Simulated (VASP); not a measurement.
Input of a VASP 6.6.1 run:

POSCAR

```
SnO
1.0
    0.0000000000      2.5369732568      2.5669095413
    2.5369732568      0.0000000000      2.5669095413
    2.5369732568      2.5369732568      0.0000000000
Sn O
1 1
Direct
    0.0000000000      0.0000000000      0.0000000000
    0.5000000000      0.5000000000      0.5000000000
```

INCAR.step1

```
SYSTEM = SnO
  PREC = Accurate
  ENCUT = 520
  ISMEAR = -1
  SIGMA = 0.02
  LREAL = .FALSE.
  LASPH = .TRUE.
  NELM = 60
  NBANDS = 17
  GGA = PE
  ALGO = Normal
  EDIFF = 1E-4
  LWAVE = .TRUE.
  LCHARG = .FALSE.
```

INCAR.step2

```
SYSTEM = SnO
  PREC = Accurate
  ENCUT = 520
  EDIFF = 1E-6
  ISMEAR = -1
  SIGMA = 0.02
  LREAL = .FALSE.
  LASPH = .TRUE.
  NELM = 60
  ALGO = Normal
  ISIF = 2
  LWAVE = .FALSE.
  LCHARG = .FALSE.
  METAGGA = R2SCAN
  LMIXTAU = .TRUE.
  NBANDS = 17
  ISTART = 1
```

Contents of KPOINTS:

```
Automatic mesh
0
G
  8 8 8
  0 0 0
```

Potentials or basis: VASP PAW PBE potentials, release 64 (Sn_d, O).

Command:

```console
$ cat potpaw_PBE.64/Sn_d/POTCAR potpaw_PBE.64/O/POTCAR > POTCAR
$ cp INCAR.step1 INCAR
$ mpirun -np 1 vasp_std > vasp.out
$ cp INCAR.step2 INCAR
$ mpirun -np 1 vasp_std > vasp.out
```

Problem. Predict the band gap on the k mesh.

Solution. 0.98 eV, indirect (least direct gap 0.98 eV).

Problem. Estimate the pressure.

Solution. -1.0 GPa.

Stress tensor (GPa, compression positive):
```
-0.73  0.00  0.00
 0.00 -0.73  0.00
 0.00  0.00 -1.57
```

Caveat: the cell differs from its parent crystal (uniaxial z strain +1.2%); the PAW data sets were made with another functional, which shifts forces and pressure a little; spin-orbit coupling is left out, which moves the levels of the heavy elements. A k mesh can miss the band edges.
